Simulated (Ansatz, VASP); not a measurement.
**Two plane-wave programs on MgH2**

```
CELL_PARAMETERS angstrom
4.48488 0.00000 0.00000
0.00000 4.48488 0.00000
0.00000 0.00000 2.99648
ATOMIC_POSITIONS crystal
Mg 0.00000 0.00000 0.00000
Mg 0.50000 0.50000 0.50000
H 0.30468 0.30468 0.00000
H 0.19532 0.80468 0.50000
H 0.80468 0.19532 0.50000
H 0.69532 0.69532 0.00000
```

Alike in both runs: task single point; functional PBE; k mesh 6 × 6 × 8; no spin polarisation.

|  | VASP | Ansatz |
| --- | --- | --- |
| version | VASP 6.6.1 | Ansatz 0.2.0 |
| potentials or method | VASP PAW PBE potentials, release 64 (Mg, H) | plane waves, PAW |
| plane-wave cutoff (eV) | 520 | 420 |
| occupations | gaussian, width 0.01 eV | fixed |
| valence electrons in the cell | 8 | 24 |

|  | VASP | Ansatz | Ansatz less VASP |
| --- | --- | --- | --- |
| gap on the k mesh at the Fermi level (eV) | 3.84 | 3.84 | +0.009 |

VASP's potentials hold 8 valence electrons a cell and Ansatz's 24, so a difference there can come from the potentials and not from the codes.
